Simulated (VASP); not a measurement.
# Si (P6_3/mmc) in VASP: further runs, part 2 of 2

VASP 6.6.1.

## Step 5: Single point, LDA

This run uses another cell than the first one, of the same volume but with other edges.

INCAR reads:

```
SYSTEM = Si
ALGO = Normal ; EDIFF = 1E-7
ENCUT = 520 ; GGA = CA
ISIF = 2 ; ISMEAR = 0
LASPH = .True. ; LCHARG = .True.
LELF = .True. ; LREAL = .False.
LVHAR = .True. ; LWAVE = .False.
NBANDS = 16 ; NELM = 80
PREC = Accurate ; SIGMA = 0.03
```

KPOINTS reads:

```
k-points
0
Gamma
  12 12 6
  0 0 0
```

POSCAR reads:

```
Si
1.0
    4.0952913888      0.0000000000      0.0000000000
   -2.0476456944      3.5466263786      0.0000000000
    0.0000000000      0.0000000000      5.4192990949
Si
4
Direct
    0.3333333333      0.6666666667      0.0678065120
    0.6666666667      0.3333333333      0.5678065120
    0.3333333333      0.6666666667      0.4321934880
    0.6666666667      0.3333333333      0.9321934880
```

Potentials or basis: VASP PAW LDA potentials, release 64 (Si).

Started as:

```console
> cat potpaw_LDA.64/Si/POTCAR > POTCAR
> mpirun -np 1 vasp_std > vasp.out
```

OUTCAR:

```text
SYSTEM = Si
   EDIFF = 1E-7
   ENCUT = 520
   GGA = CA
   ISIF = 2
   ISMEAR = 0
   LASPH = .True.
   LREAL = .False.
   NELM = 80
   PREC = Accurate

 ion  position               nearest neighbor table
   1  0.333  0.667  0.068-   3 1.97   4 2.48   4 2.48   4 2.48
   2  0.667  0.333  0.568-   4 1.97   3 2.48   3 2.48   3 2.48
   3  0.333  0.667  0.432-   1 1.97   2 2.48   2 2.48   2 2.48
   4  0.667  0.333  0.932-   2 1.97   1 2.48   1 2.48   1 2.48

  LATTYP: Found a hexagonal cell.
 ALAT       =     4.0952913888
 C/A-ratio  =     1.3233000000

  Lattice vectors:

 A1 = (   4.0952913888,   0.0000000000,   0.0000000000)
 A2 = (  -2.0476456944,   3.5466263786,   0.0000000000)
 A3 = (   0.0000000000,   0.0000000000,   5.4192990949)

Analysis of symmetry for initial positions (statically):
=====================================================================
 Subroutine PRICEL returns:
 Original cell was already a primitive cell.

 Routine SETGRP: Setting up the symmetry group for a
[... 173 lines left out ...]

 E-fermi :   5.9440     XC(G=0):  -9.6320

 val. band max:        5.8950962526   @ k =   0.0833   0.0000   0.1667
 cond. band min:       5.9625251110   @ k =   0.1667   0.0833   0.0000
 fundamental gap:      0.0674288584
 Fermi energy:         5.9440195910

 k-point     1 :       0.0000    0.0000    0.0000
  band No.  band energies     occupation
      1      -6.3757      2.00000
      2      -2.0550      2.00000
      3      -1.8423      2.00000
      4       3.4331      2.00000
      5       3.4331      2.00000
      6       4.9912      2.00000
[... 433 lines left out ...]
      3      -1.0014      2.00000
      4       1.5426      2.00000
      5       1.8195      2.00000
      6       2.5565      2.00000
[... 8 lines left out ...]
     15      12.4521      0.00000
     16      13.2295      0.00000

 [... further k-points ...]

------------------------ aborting loop because EDIFF is reached ----------------------------------------

  FORCE on cell =-STRESS in cart. coord.  units (eV):
  Direction    XX          YY          ZZ          XY          YZ          ZX
  --------------------------------------------------------------------------------------
  -------------------------------------------------------------------------------------
  Total       -6.9135622     -6.9135622     30.3974481      0.0000000     -0.0000000      0.0000000
  in kB     -140.7242974   -140.7242974    618.7345087      0.0000000     -0.0000000      0.0000000
  external PRESSURE =     112.4286380 kB  Pullay stress =       0.0000000 kB

 VOLUME and BASIS-vectors are now :
 -----------------------------------------------------------------------------
  energy-cutoff  :      520.00
  volume of cell :       78.71
      direct lattice vectors                 reciprocal lattice vectors
     4.095291389  0.000000000  0.000000000     0.244182869  0.140979045  0.000000000
    -2.047645694  3.546626379  0.000000000     0.000000000  0.281958090  0.000000000
     0.000000000  0.000000000  5.419299095     0.000000000  0.000000000  0.184525708

 POSITION                                       TOTAL-FORCE (eV/Angst)
 -----------------------------------------------------------------------------------
     -0.00000      2.36442      0.36746        -0.000000      0.000000     -6.444177
      2.04765      1.18221      3.07711         0.000000     -0.000000     -6.444177
     -0.00000      2.36442      2.34219        -0.000000      0.000000      6.444177
      2.04765      1.18221      5.05184         0.000000     -0.000000      6.444177
 -----------------------------------------------------------------------------------
    total drift:                                0.000000     -0.000000      0.000000

  FREE ENERGIE OF THE ION-ELECTRON SYSTEM (eV)
  ---------------------------------------------------
  free  energy   TOTEN  =       -20.9725677437 eV

  energy  without entropy=      -20.9722184770  energy(sigma->0) =      -20.97239311
```

It took 2.1 min on 1 thread of Intel Xeon Platinum 8488C (Sapphire Rapids), shared host; peak memory 0.19 GiB.

What came out:

```yaml
Free_energy: -20.9726 eV
Pressure: 11.2 GPa
Largest_force: 6.444 eV/Å
Band_gap_on_the_k_mesh: zero (bands 8 and 9 overlap by 1.13 eV)
```

Forces in eV/Å, atoms in the order of the input:
```
Si   0.000  0.000 -6.444
Si   0.000  0.000 -6.444
Si   0.000  0.000  6.444
Si   0.000  0.000  6.444
```

Levels at points of the mesh, in eV from the Fermi level:
```
           k point  band 5  band 6  band 7  band 8  band 9  band 10  band 11  band 12
(0.00, 0.00, 0.00)   -2.51   -0.95   -0.57    0.72    0.72     0.81     0.81     2.84
(0.50, 0.00, 0.00)   -4.52   -3.73   -3.33   -0.41   -0.41     2.06     3.10     3.21
(0.00, 0.00, 0.50)   -1.51   -1.51   -1.51   -1.51    0.92     0.92     2.56     2.56
(0.50, 0.00, 0.50)   -2.67   -2.67   -1.57   -1.57    0.95     0.95     3.35     3.35
```

Caveat: the cell stands under pressure; forces of over 1 eV/Å act on the atoms, so gaps and moduli don't describe the material at rest.

## Step 6: The runs side by side

| cell | gap on the mesh (eV) | pressure (GPa) | largest force (eV/Å) |
| --- | --- | --- | --- |
| a = 4.029, b = 4.029, c = 5.599 Å, angles 90.0, 90.0, 120.0°, 4 atoms, atomic positions A | none | 13.2 | 8.40 |
| a = 3.967, b = 3.967, c = 5.775 Å, angles 90.0, 90.0, 120.0°, 4 atoms, atomic positions B | none | 4.3 | 3.33 |
| a = 3.661, b = 3.661, c = 6.782 Å, angles 90.0, 90.0, 120.0°, 4 atoms, atomic positions C | 0.08 | 6.4 | 2.18 |
| a = 4.095, b = 4.095, c = 5.419 Å, angles 90.0, 90.0, 120.0°, 4 atoms, atomic positions B | none | 11.2 | 6.44 |

Alike in all rows: task single point; level LDA; potentials or basis VASP PAW LDA potentials, release 64 (Si); no spin polarisation; k mesh 12 × 12 × 6; cutoff (eV) 520; smearing gaussian 0.03 eV.

Caveats: the cell stands under pressure; forces of over 1 eV/Å act on the atoms, so gaps and moduli don't describe the material at rest; semilocal functionals underestimate gaps, so a narrow gap can read as zero (at least some runs).

Total energies depend on the potentials used, so only differences within one code and one set of settings carry meaning.
